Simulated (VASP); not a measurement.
# Ag (Fd-3m) in VASP: further runs, part 2 of 2

VASP 6.6.1. Earlier steps stand in the parts before.

### Step 3. Single point, PBEsol (volume scaled by 0.92)

The input, INCAR:

```
SYSTEM = Ag
  ALGO = Normal
  EDIFF = 1E-7
  ENCUT = 520
  GGA = PS
  ISIF = 2
  ISMEAR = -1
  LASPH = .True.
  LCHARG = .False.
  LREAL = .False.
  LWAVE = .False.
  NBANDS = 18
  NELM = 60
  PREC = Accurate
  SIGMA = 0.1
```

The input, KPOINTS:

```
k-points
0
Gamma
  10 10 10
  0 0 0
```

The input, POSCAR:

```
Ag
1.0
    0.0000000000      2.9353814645      2.9353814645
    2.9353814645      0.0000000000      2.9353814645
    2.9353814645      2.9353814645      0.0000000000
Ag
2
Direct
    0.1250000000      0.1250000000      0.1250000000
    0.8750000000      0.8750000000      0.8750000000
```

Potentials or basis: VASP PAW PBE potentials, release 64 (Ag).

The run is started by

```sh
$ cat potpaw_PBE.64/Ag/POTCAR > POTCAR
$ mpirun -np 1 vasp_std > vasp.out
```

OUTCAR:

```text
SYSTEM = Ag
   EDIFF = 1E-7
   ENCUT = 520
   GGA = PS
   ISIF = 2
   ISMEAR = -1
   LASPH = .True.
   LREAL = .False.
   NELM = 60
   PREC = Accurate

 ion  position               nearest neighbor table
   1  0.125  0.125  0.125-   2 2.54   2 2.54   2 2.54   2 2.54
   2  0.875  0.875  0.875-   1 2.54   1 2.54   1 2.54   1 2.54

  LATTYP: Found a face centered cubic cell.
 ALAT       =     5.8707629290

  Lattice vectors:

 A1 = (   0.0000000000,   2.9353814645,   2.9353814645)
 A2 = (   2.9353814645,   0.0000000000,   2.9353814645)
 A3 = (   2.9353814645,   2.9353814645,   0.0000000000)

Analysis of symmetry for initial positions (statically):
=====================================================================
 Subroutine PRICEL returns:
 Original cell was already a primitive cell.

 Routine SETGRP: Setting up the symmetry group for a
 face centered cubic supercell.

 Subroutine GETGRP returns: Found 48 space group operations
 (whereof 12 operations were pure point group operations)
 out of a pool of 48 trial point group operations.

The static configuration has the point symmetry D_3d.
 The point group associated with its full space group is O_h .

Analysis of symmetry for dynamics (positions and initial velocities):
=====================================================================
 Subroutine PRICEL returns:
 Original cell was already a primitive cell.

 Routine SETGRP: Setting up the symmetry group for a
 face centered cubic supercell.

 Subroutine GETGRP returns: Found 48 space group operations
 (whereof 12 operations were pure point group operations)
 out of a pool of 48 trial point group operations.

The dynamic configuration has the point symmetry D_3d.
 The point group associated with its full space group is O_h .

 Subroutine INISYM returns: Found 48 space group operations
 (whereof 12 operations are pure point group operations),
 and found     1 'primitive' translations

[... 110 lines left out ...]
   EFERMI_NEDOS =   21; number of points for ismear=-14 and -15
   IALGO  =     38    algorithm
   IMIX   =      4    mixing-type and parameters
     AMIX     =   0.40;   BMIX     =  1.00
     AMIX_MAG =   1.60;   BMIX_MAG =  1.00
  volume/ion in A,a.u.               =      25.29       170.68
  Fermi-wavevector in a.u.,A,eV,Ry     =   1.240341  2.343905 20.931833  1.538446
  Thomas-Fermi vector in A             =   2.374786
   LORBIT       =      0    0 simple, 1 ext, 2 COOP (PROOUT), +10 PAW based schemes
   GGA     = PS    functional components
   LHFCALC =     F    Hartree Fock is set to
   AEXX    =    0.0000 exact exchange contribution
   IVDW    =     0    specifies the selected vdW correction
   LEPSILON=     F    determine dielectric tensor
   LRPA    =     F    only Hartree local field effects (RPA)
 non-spin polarized calculation
  energy-cutoff  :      520.00
  volume of cell :       50.59
 maximum number of plane-waves:      1380
   NGX = 15   NGY = 15   NGZ = 15

 number of electron      22.0000006 magnetization

 Free energy of the ion-electron system (eV)
  ---------------------------------------------------
  ext. energy  EPLUGINS =         0.00000000
  ---------------------------------------------------
  free energy    TOTEN  =        -4.60842509 eV

  energy without entropy =       -4.59143424  energy(sigma->0) =       -4.59992966

 E-fermi :   3.8426     XC(G=0):  -9.9186

 val. band max:        3.6862695996   @ k =  -0.3000   0.4000   0.1000
 cond. band min:       3.8505981952   @ k =  -0.3000   0.4000   0.2000
 fundamental gap:      0.1643285956
 Fermi energy:         3.8425997619

 k-point     1 :       0.0000    0.0000    0.0000
  band No.  band energies     occupation
      1      -1.6234      2.00000
      2      -1.1638      2.00000
      3      -1.1638      2.00000
      4      -1.1379      2.00000
      5      -1.1379      2.00000
      6      -1.1379      2.00000
[... 481 lines left out ...]
      5      -0.5330      2.00000
      6      -0.2340      2.00000
[... 10 lines left out ...]
     17      19.0482      0.00000
     18      19.0851      0.00000

 [... further k-points ...]

------------------------ aborting loop because EDIFF is reached ----------------------------------------

  FORCE on cell =-STRESS in cart. coord.  units (eV):
  Direction    XX          YY          ZZ          XY          YZ          ZX
  --------------------------------------------------------------------------------------
  -------------------------------------------------------------------------------------
  Total        1.3624203      1.3624203      1.3624203      0.0000000     -0.0000000      0.0000000
  in kB       43.1517141     43.1517141     43.1517141      0.0000000     -0.0000000      0.0000000
  external PRESSURE =      43.1517141 kB  Pullay stress =       0.0000000 kB

 VOLUME and BASIS-vectors are now :
 -----------------------------------------------------------------------------
  energy-cutoff  :      520.00
  volume of cell :       50.59
      direct lattice vectors                 reciprocal lattice vectors
     0.000000000  2.935381464  2.935381464    -0.170335613  0.170335613  0.170335613
     2.935381464  0.000000000  2.935381464     0.170335613 -0.170335613  0.170335613
     2.935381464  2.935381464  0.000000000     0.170335613  0.170335613 -0.170335613

 POSITION                                       TOTAL-FORCE (eV/Angst)
 -----------------------------------------------------------------------------------
      0.73385      0.73385      0.73385         0.000000      0.000000      0.000000
      5.13692      5.13692      5.13692        -0.000000     -0.000000     -0.000000
 -----------------------------------------------------------------------------------
    total drift:                                0.000000      0.000000     -0.000000

  FREE ENERGIE OF THE ION-ELECTRON SYSTEM (eV)
  ---------------------------------------------------
  free  energy   TOTEN  =        -4.6084250925 eV

  energy  without entropy=       -4.5914342357  energy(sigma->0) =       -4.59992966
```

OSZICAR:

```text
N       E                     dE             d eps       ncg     rms          rms(c)
DAV:   1     0.115267365228E+03    0.11527E+03   -0.11044E+04  1700   0.114E+03
DAV:   2    -0.318813934528E+01   -0.11846E+03   -0.11218E+03  1740   0.242E+02
DAV:   3    -0.499447598695E+01   -0.18063E+01   -0.18007E+01  1980   0.342E+01
DAV:   4    -0.500206403988E+01   -0.75881E-02   -0.75875E-02  1908   0.213E+00
DAV:   5    -0.500216660511E+01   -0.10257E-03   -0.10256E-03  1890   0.259E-01    0.665E+00
DAV:   6    -0.462498884168E+01    0.37718E+00   -0.12893E+00  1888   0.105E+01    0.449E+00
DAV:   7    -0.461382268917E+01    0.11166E-01   -0.10970E-02  1802   0.862E-01    0.248E+00
DAV:   8    -0.460840328887E+01    0.54194E-02   -0.81944E-04  1866   0.222E-01    0.201E-02
DAV:   9    -0.460841891469E+01   -0.15626E-04   -0.21573E-05  1966   0.323E-02    0.114E-02
DAV:  10    -0.460842502637E+01   -0.61117E-05   -0.37637E-06  1904   0.157E-02    0.122E-03
DAV:  11    -0.460842509255E+01   -0.66172E-07   -0.42378E-08  1568   0.147E-03
   1 F= -.46084251E+01 E0= -.45999297E+01  d E =-.169909E-01
```

Wall time 25 s (1 thread of Intel Xeon 8259CL, shared host); peak memory 0.19 GiB.

Results:

```yaml
Free_energy: -4.6084 eV
Pressure: 4.3 GPa
Band_gap_on_the_k_mesh: zero (band 11 reaches 4.40 eV, above the bottom of band 12 at 3.10 eV)
```

Caveat: the PAW data sets were made with another functional, which shifts forces and pressure a little.

### Step 4. Single point, PBEsol (volume scaled by 0.96)

The input, INCAR:

```
PREC     = Accurate       # precision mode
ENCUT    = 520            # plane-wave cutoff, eV
EDIFF    = 1E-6           # SCF threshold, eV
ISMEAR   = -1             # smearing method
SIGMA    = 0.1            # smearing width, eV
LREAL    = False          # projectors in reciprocal space
LASPH    = True           # aspherical terms in the spheres
NELM     = 60             # most SCF steps
ALGO     = Normal         # electronic algorithm
ISIF     = 2              # what is computed and relaxed
LWAVE    = False          # write WAVECAR
LCHARG   = True           # write CHGCAR
GGA      = PS             # functional
LELF     = True           # ELF
LVHAR    = True         
NBANDS   = 18             # bands
```

The input, KPOINTS:

```
Automatic mesh
0
Gamma
  10 10 10
```

The input, POSCAR:

```
Ag
1.0
    0.0000000000      2.9773211517      2.9773211517
    2.9773211517      0.0000000000      2.9773211517
    2.9773211517      2.9773211517      0.0000000000
Ag
2
Direct
    0.1250000000      0.1250000000      0.1250000000
    0.8750000000      0.8750000000      0.8750000000
```

Potentials or basis: VASP PAW PBE potentials, release 64 (Ag).

The run is started by

```sh
$ cat potpaw_PBE.64/Ag/POTCAR > POTCAR
$ mpirun -np 1 vasp_std > vasp.out
```

OUTCAR:

```text
PREC = Accurate
   ENCUT = 520
   EDIFF = 1E-6
   ISMEAR = -1
   LREAL = False
   LASPH = True
   NELM = 60
   ISIF = 2
   GGA = PS

 ion  position               nearest neighbor table
   1  0.125  0.125  0.125-   2 2.58   2 2.58   2 2.58   2 2.58
   2  0.875  0.875  0.875-   1 2.58   1 2.58   1 2.58   1 2.58

  LATTYP: Found a face centered cubic cell.
 ALAT       =     5.9546423034

  Lattice vectors:

 A1 = (   0.0000000000,   2.9773211517,   2.9773211517)
 A2 = (   2.9773211517,   0.0000000000,   2.9773211517)
 A3 = (   2.9773211517,   2.9773211517,   0.0000000000)
[... 190 lines left out ...]
      6      -1.3643      2.00000
[... 481 lines left out ...]
      5      -0.7888      2.00000
      6      -0.5146      2.00000
[... 10 lines left out ...]
     17      18.2921      0.00000
     18      18.3377      0.00000

 [... further k-points ...]
[... 5 lines left out ...]
  --------------------------------------------------------------------------------------
  -------------------------------------------------------------------------------------
  Total        0.6022159      0.6022159      0.6022159      0.0000000      0.0000000     -0.0000000
  in kB       18.2791411     18.2791411     18.2791411      0.0000000      0.0000000     -0.0000000
  external PRESSURE =      18.2791411 kB  Pullay stress =       0.0000000 kB

 VOLUME and BASIS-vectors are now :
 -----------------------------------------------------------------------------
  energy-cutoff  :      520.00
  volume of cell :       52.78
      direct lattice vectors                 reciprocal lattice vectors
     0.000000000  2.977321152  2.977321152    -0.167936200  0.167936200  0.167936200
     2.977321152  0.000000000  2.977321152     0.167936200 -0.167936200  0.167936200
     2.977321152  2.977321152  0.000000000     0.167936200  0.167936200 -0.167936200

 POSITION                                       TOTAL-FORCE (eV/Angst)
 -----------------------------------------------------------------------------------
      0.74433      0.74433      0.74433         0.000000      0.000000      0.000000
      5.21031      5.21031      5.21031        -0.000000     -0.000000     -0.000000
 -----------------------------------------------------------------------------------
    total drift:                                0.000000      0.000000     -0.000000

  FREE ENERGIE OF THE ION-ELECTRON SYSTEM (eV)
  ---------------------------------------------------
  free  energy   TOTEN  =        -4.6506927025 eV

  energy  without entropy=       -4.6336812084  energy(sigma->0) =       -4.64218696
```

OSZICAR:

```text
N       E                     dE             d eps       ncg     rms          rms(c)
DAV:   1     0.115677539174E+03    0.11568E+03   -0.10836E+04  1692   0.112E+03
DAV:   2    -0.310806802128E+01   -0.11879E+03   -0.11162E+03  1754   0.241E+02
DAV:   3    -0.501377157199E+01   -0.19057E+01   -0.19004E+01  1966   0.346E+01
DAV:   4    -0.502205684166E+01   -0.82853E-02   -0.82847E-02  1894   0.220E+00
DAV:   5    -0.502216718342E+01   -0.11034E-03   -0.11034E-03  1908   0.269E-01    0.597E+00
DAV:   6    -0.466470025344E+01    0.35747E+00   -0.12521E+00  1870   0.103E+01    0.406E+00
DAV:   7    -0.465542414942E+01    0.92761E-02   -0.10023E-02  1776   0.824E-01    0.227E+00
DAV:   8    -0.465067145149E+01    0.47527E-02   -0.77935E-04  1828   0.217E-01    0.204E-02
DAV:   9    -0.465068657962E+01   -0.15128E-04   -0.20708E-05  1992   0.313E-02    0.118E-02
DAV:  10    -0.465069263233E+01   -0.60527E-05   -0.36118E-06  1882   0.151E-02    0.114E-03
DAV:  11    -0.465069270254E+01   -0.70204E-07   -0.42488E-08   962   0.154E-03
   1 F= -.46506927E+01 E0= -.46421870E+01  d E =-.170115E-01
```

Run time: 30 s. Hardware: 1 thread of Intel Xeon 8259CL, shared host; peak memory 0.19 GiB.

Results:

```
Free energy            : -4.6507 eV
Pressure               : 1.8 GPa
Band gap on the k mesh : zero (band 11 reaches 3.98 eV, above the bottom of band 12 at 2.68 eV)
```

Caveat: the PAW data sets were made with another functional, which shifts forces and pressure a little.

### Step 5. The runs side by side

| cell | gap on the mesh (eV) | pressure (GPa) |
| --- | --- | --- |
| a = 4.090 Å, angles 60.0°, 2 atoms | none | 7.5 |
| a = 4.151 Å, angles 60.0°, 2 atoms | none | 4.3 |
| a = 4.211 Å, angles 60.0°, 2 atoms | none | 1.8 |

Alike in all rows: task single point; level PBEsol; potentials or basis VASP PAW PBE potentials, release 64 (Ag); no spin polarisation; k mesh 10 × 10 × 10; cutoff (eV) 520; smearing fermi-dirac 0.1 eV.

Caveats: the PAW data sets were made with another functional, which shifts forces and pressure a little.

Total energies depend on the potentials used, so only differences within one code and one set of settings carry meaning.
